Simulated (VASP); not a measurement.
# Ru5Rh in VASP: single point with PBE

Aim: the single point of Ru5Rh with PBE.

Everything below comes from runs of VASP 6.6.1. Logs are shortened: lines on timing, memory, paths and dates and some standing lists are left out, and cuts for length are marked.

**1. The cell of the first run**

The cell holds a slab with vacuum, 6 atoms: a = 2.721 Å, b = 4.296 Å, c = 21.499 Å, α = 90.00°, β = 90.00°, γ = 90.00°.

**2. Single point, PBE**

File INCAR:

```
SYSTEM = Ru5Rh
  ALGO = Normal
  DIPOL = 0.5 0.5 0.500
  EDIFF = 1E-6
  ENCUT = 520
  GGA = PE
  IDIPOL = 3
  ISIF = 2
  ISMEAR = -1
  LASPH = .True.
  LCHARG = .False.
  LDIPOL = .True.
  LREAL = .False.
  LWAVE = .False.
  NBANDS = 52
  NELM = 80
  PREC = Accurate
  SIGMA = 0.1
```

File KPOINTS:

```
k-points
0
Gamma
  12 8 1
  0 0 0
```

File POSCAR:

```
Ru5Rh
1.0
    2.7211623488      0.0000000000      0.0000000000
    0.0000000000      4.2959980363      0.0000000000
    0.0000000000      0.0000000000     21.4987000000
Ru Rh
5 1
Direct
    0.7500000000      0.7500000000      0.3782574067
    0.2500000000      0.2500000000      0.4083088338
    0.7500000000      0.2500000000      0.5171766075
    0.7500000000      0.7500000000      0.5916911660
    0.2500000000      0.2500000000      0.6217425933
    0.2500000000      0.7500000000      0.4828233927
```

Potentials or basis: VASP PAW PBE potentials, release 64 (Ru_pv, Rh_pv).

On the command line:

```console
$ cat potpaw_PBE.64/Ru_pv/POTCAR potpaw_PBE.64/Rh_pv/POTCAR > POTCAR
$ mpirun -np 1 vasp_std > vasp.out
```

OUTCAR:

```text
SYSTEM = Ru5Rh
   EDIFF = 1E-6
   ENCUT = 520
   GGA = PE
   ISIF = 2
   ISMEAR = -1
   LASPH = .True.
   LREAL = .False.
   NELM = 80
   PREC = Accurate

 ion  position               nearest neighbor table
   1  0.750  0.750  0.378-   2 2.62   2 2.62   2 2.62   2 2.62   6 2.63   6 2.63
   2  0.250  0.250  0.408-   1 2.62   1 2.62   1 2.62   1 2.62   6 2.68   6 2.68   3 2.71   3 2.71

   3  0.750  0.250  0.517-   5 2.63   5 2.63   6 2.65   6 2.65   6 2.65   6 2.65   4 2.68   4 2.68
                             2 2.71   2 2.71
   4  0.750  0.750  0.592-   5 2.62   5 2.62   5 2.62   5 2.62   3 2.68   3 2.68   6 2.71   6 2.71

   5  0.250  0.250  0.622-   4 2.62   4 2.62   4 2.62   4 2.62   3 2.63   3 2.63
   6  0.250  0.750  0.483-   1 2.63   1 2.63   3 2.65   3 2.65   3 2.65   3 2.65   2 2.68   2 2.68
                             4 2.71   4 2.71

  LATTYP: Found a simple orthorhombic cell.
 ALAT       =     2.7211623488
 B/A-ratio  =     1.5787363948
 C/A-ratio  =     7.9005576457

  Lattice vectors:

 A1 = (   2.7211623488,   0.0000000000,   0.0000000000)
 A2 = (   0.0000000000,   4.2959980363,   0.0000000000)
 A3 = (   0.0000000000,   0.0000000000,  21.4987000000)

Analysis of symmetry for initial positions (statically):
=====================================================================
 Subroutine PRICEL returns:
 Original cell was already a primitive cell.

 Routine SETGRP: Setting up the symmetry group for a
 simple orthorhombic supercell.

 Subroutine GETGRP returns: Found  4 space group operations
 (whereof  1 operations were pure point group operations)
 out of a pool of  8 trial point group operations.

The static configuration has the point symmetry C_1 .
 The point group associated with its full space group is C_2v.

Analysis of symmetry for dynamics (positions and initial velocities):
=====================================================================
 Subroutine PRICEL returns:
 Original cell was already a primitive cell.

 Routine SETGRP: Setting up the symmetry group for a
 simple orthorhombic supercell.

 Subroutine GETGRP returns: Found  4 space group operations
 (whereof  1 operations were pure point group operations)
 out of a pool of  8 trial point group operations.

The dynamic configuration has the point symmetry C_1 .
 The point group associated with its full space group is C_2v.

 Subroutine INISYM returns: Found  4 space group operations
 (whereof  1 operations are pure point group operations),
 and found     1 'primitive' translations

----------------------------------------------------------------------------------------

                                     Primitive cell

  volume of cell :     251.3221

  direct lattice vectors                    reciprocal lattice vectors
     2.721162349  0.000000000  0.000000000     0.367490018  0.000000000  0.000000000
     0.000000000  4.295998036  0.000000000     0.000000000  0.232774781  0.000000000
     0.000000000  0.000000000 21.498700000     0.000000000  0.000000000  0.046514440

  length of vectors
     2.721162349  4.295998036 21.498700000     0.367490018  0.232774781  0.046514440

  position of ions in fractional coordinates (direct lattice)
     0.750000000  0.750000000  0.378257407
     0.250000000  0.250000000  0.408308834
     0.750000000  0.250000000  0.517176607
     0.750000000  0.750000000  0.591691166
     0.250000000  0.250000000  0.621742593
     0.250000000  0.750000000  0.482823393

  ion indices of the primitive-cell ions
   primitive index   ion index
                 1           1
                 2           2
                 3           3
                 4           4
                 5           5
                 6           6

----------------------------------------------------------------------------------------

 KPOINTS: k-points

Automatic generation of k-mesh.
 Grid dimensions read from file:
 generate k-points for:   12    8    1

 Generating k-lattice:

  Cartesian coordinates                     Fractional coordinates (reciprocal lattice)
     0.030624168  0.000000000  0.000000000     0.083333333  0.000000000  0.000000000
     0.000000000  0.029096848  0.000000000     0.000000000  0.125000000  0.000000000
     0.000000000  0.000000000  0.046514440     0.000000000  0.000000000  1.000000000

  Length of vectors
     0.030624168  0.029096848  0.046514440

  Shift w.r.t. Gamma in fractional coordinates (k-lattice)
     0.000000000  0.000000000  0.000000000

 Subroutine IBZKPT returns following result:
 ===========================================

 Found     35 irreducible k-points:

 Following reciprocal coordinates:
            Coordinates               Weight
  0.000000  0.000000  0.000000      1.000000
  0.083333  0.000000  0.000000      2.000000
  0.166667  0.000000  0.000000      2.000000
  0.250000  0.000000  0.000000      2.000000
  0.333333  0.000000  0.000000      2.000000
  0.416667  0.000000  0.000000      2.000000
[... 16 lines left out ...]
  0.083333  0.375000  0.000000      4.000000
  0.166667  0.375000  0.000000      4.000000
 [... further k-points ...]
   k-points           NKPTS =     35   k-points in BZ     NKDIM =     35   number of bands    NBANDS=     52
   number of dos      NEDOS =    301   number of ions     NIONS =      6
   total plane-waves  NPLWV = 102400
   dimension x,y,z NGX =    20 NGY =   32 NGZ =  160
   dimension x,y,z NGXF=    40 NGYF=   64 NGZF=  320
   ions per type =               5   1
   NGX,Y,Z   is equivalent  to a cutoff of  12.22, 12.38, 12.37 a.u.
   NGXF,Y,Z  is equivalent  to a cutoff of  24.44, 24.77, 24.75 a.u.
 SYSTEM =  Ru5Rh
   PREC   = accura    normal or accurate (medium, high low for compatibility)
   ISTART =      0    job   : 0-new  1-cont  2-samecut
   ICHARG =      2    charge: 1-file 2-atom 10-const
   ISPIN  =      1    spin polarized calculation?
   LNONCOLLINEAR =      F non collinear calculations
   LSORBIT =      F    spin-orbit coupling
   LASPH  =      T    aspherical Exc in radial PAW
   ENCUT  =  520.0 eV  38.22 Ry    6.18 a.u.   5.06  7.99 39.97*2*pi/ulx,y,z
   NELM   =     80;   NELMIN=  2; NELMDL= -5     # of ELM steps
   EDIFF  = 0.1E-05   stopping-criterion for ELM
   LREAL  =      F    real-space projection
   EDIFFG = 0.1E-04   stopping-criterion for IOM
   NSW    =      0    number of steps for IOM
   IBRION =     -1    ionic relax: 0-MD 1-quasi-New 2-CG
   NFREE  =      0    steps in history (QN), initial steepest desc. (CG)
   ISIF   =      2    stress and relaxation
   ISYM   =      2    0-nonsym 1-usesym 2-fastsym
   POTIM  = 0.5000    time-step for ionic-motion
   TEBEG  =    0.0;   TEEND  =   0.0 temperature during run
   PSTRESS=    0.0 pullay stress
   NELECT =      85.0000    total number of electrons
   NUPDOWN=      -1.0000    fix difference up-down
   EMIN   =  10.00;   EMAX   =-10.00  energy-range for DOS
   EFERMI =   0.00;   METHOD = LEGACY
   ISMEAR =    -1;   SIGMA  =   0.10  broadening in eV -4-tet -1-fermi 0-gaus
   EFERMI_NEDOS =   21; number of points for ismear=-14 and -15
   IALGO  =     38    algorithm
   IMIX   =      4    mixing-type and parameters
     AMIX     =   0.40;   BMIX     =  1.00
     AMIX_MAG =   1.60;   BMIX_MAG =  1.00
  volume/ion in A,a.u.               =      41.89       282.67
  Fermi-wavevector in a.u.,A,eV,Ry     =   1.140611  2.155442 17.701091  1.300994
  Thomas-Fermi vector in A             =   2.277313
   LORBIT       =      0    0 simple, 1 ext, 2 COOP (PROOUT), +10 PAW based schemes
   GGA     = PE    functional components
   LHFCALC =     F    Hartree Fock is set to
   AEXX    =    0.0000 exact exchange contribution
   IVDW    =     0    specifies the selected vdW correction
   LEPSILON=     F    determine dielectric tensor
   LRPA    =     F    only Hartree local field effects (RPA)
 non-spin polarized calculation
  energy-cutoff  :      520.00
  volume of cell :      251.32
 maximum number of plane-waves:      6844
   NGX = 11   NGY = 15   NGZ = 79

 dipolmoment           0.000000      0.000000      0.104767 electrons x Angstroem

 number of electron      85.0000031 magnetization

 dipolmoment           0.000000      0.000000     -0.003252 electrons x Angstroem

 Free energy of the ion-electron system (eV)
  ---------------------------------------------------
  ext. energy  EPLUGINS =         0.00000000
  ---------------------------------------------------
  free energy    TOTEN  =       -49.16120039 eV

  energy without entropy =      -48.87224863  energy(sigma->0) =      -49.01672451

 E-fermi :   0.8768     XC(G=0):  -5.5193

 val. band max:        0.8751253854   @ k =   0.0000   0.0000   0.0000
 cond. band min:       0.8951816473   @ k =   0.2500   0.5000   0.0000
 fundamental gap:      0.0200562619
 Fermi energy:         0.8768100249

 k-point     1 :       0.0000    0.0000    0.0000
  band No.  band energies     occupation
      1     -46.2027      2.00000
      2     -46.1939      2.00000
      3     -45.9659      2.00000
      4     -42.4882      2.00000
      5     -42.4436      2.00000
      6     -42.3190      2.00000
[... 44 lines left out ...]
     51       2.9335      0.00000
     52       2.9642      0.00000

 k-point     2 :       0.0833    0.0000    0.0000
  band No.  band energies     occupation
      1     -46.1988      2.00000
      2     -46.1912      2.00000
      3     -45.9897      2.00000
      4     -42.4767      2.00000
      5     -42.4354      2.00000
      6     -42.3025      2.00000
[... 44 lines left out ...]
     51       2.8143      0.00000
     52       3.3226      0.00000

 k-point     3 :       0.1667    0.0000    0.0000
  band No.  band energies     occupation
      1     -46.1881      2.00000
      2     -46.1838      2.00000
      3     -46.0543      2.00000
      4     -42.4457      2.00000
      5     -42.4137      2.00000
      6     -42.2548      2.00000
[... 44 lines left out ...]
     51       2.6116      0.00000
     52       4.1746      0.00000
[... 1046 lines left out ...]
 k-point    23 :       0.0833    0.3750    0.0000
  band No.  band energies     occupation
      1     -46.1968      2.00000
      2     -46.1826      2.00000
      3     -45.9887      2.00000
      4     -42.5023      2.00000
      5     -42.3416      2.00000
      6     -42.1460      2.00000
[... 44 lines left out ...]
     51       2.2848      0.00000
     52       2.7599      0.00000

 k-point    24 :       0.1667    0.3750    0.0000
  band No.  band energies     occupation
      1     -46.1885      2.00000
      2     -46.1771      2.00000
      3     -46.0555      2.00000
      4     -42.4879      2.00000
      5     -42.3307      2.00000
      6     -42.2053      2.00000
[... 44 lines left out ...]
     51       2.9261      0.00000
     52       3.2939      0.00000

 [... further k-points ...]

------------------------ aborting loop because EDIFF is reached ----------------------------------------

 vacuum level on the upper side and lower side of the slab       (xc-potential included)        -0.156        -0.108

  FORCE on cell =-STRESS in cart. coord.  units (eV):
  Direction    XX          YY          ZZ          XY          YZ          ZX
  --------------------------------------------------------------------------------------
  -------------------------------------------------------------------------------------
  Total       -3.8339071     -1.4198213      0.7620293      0.0000000      0.0000000      0.0000000
  in kB      -24.4411388     -9.0513538      4.8579331      0.0000000      0.0000000      0.0000000
  external PRESSURE =      -9.5448532 kB  Pullay stress =       0.0000000 kB

 VOLUME and BASIS-vectors are now :
 -----------------------------------------------------------------------------
  energy-cutoff  :      520.00
  volume of cell :      251.32
      direct lattice vectors                 reciprocal lattice vectors
     2.721162349  0.000000000  0.000000000     0.367490018  0.000000000  0.000000000
     0.000000000  4.295998036  0.000000000     0.000000000  0.232774781  0.000000000
     0.000000000  0.000000000 21.498700000     0.000000000  0.000000000  0.046514440

 POSITION                                       TOTAL-FORCE (eV/Angst)
 -----------------------------------------------------------------------------------
      2.04087      3.22200      8.13204         0.000000      0.000000     -0.395405
      0.68029      1.07400      8.77811         0.000000      0.000000      0.077462
      2.04087      1.07400     11.11862         0.000000      0.000000      0.029651
      2.04087      3.22200     12.72059         0.000000      0.000000      0.151085
      0.68029      1.07400     13.36666         0.000000      0.000000     -0.103488
      0.68029      3.22200     10.38008         0.000000      0.000000      0.240695
 -----------------------------------------------------------------------------------
    total drift:                                0.000000      0.000000     -0.000120

  FREE ENERGIE OF THE ION-ELECTRON SYSTEM (eV)
  ---------------------------------------------------
  free  energy   TOTEN  =       -49.1612003875 eV

  energy  without entropy=      -48.8722486271  energy(sigma->0) =      -49.01672451

 vacuum level on the upper side and lower side of the slab         5.662         5.710
```

Wall time 19 min (1 thread of Intel Xeon 8259CL, shared host); peak memory 0.55 GiB.

Results:

| Property | Result |
| --- | --- |
| Free energy | -49.1612 eV |
| Largest force | 0.395 eV/Å |
| Band gap on the k mesh | zero (an odd number of electrons rules out a gap without spin polarisation) |

Forces on the atoms (eV/Å):
```
Ru   0.000  0.000 -0.395
Ru   0.000  0.000  0.077
Ru   0.000  0.000  0.030
Ru   0.000  0.000  0.151
Ru   0.000  0.000 -0.103
Rh   0.000  0.000  0.241
```

The gap in the log of VASP goes by the Fermi energy; the results here count the filled bands.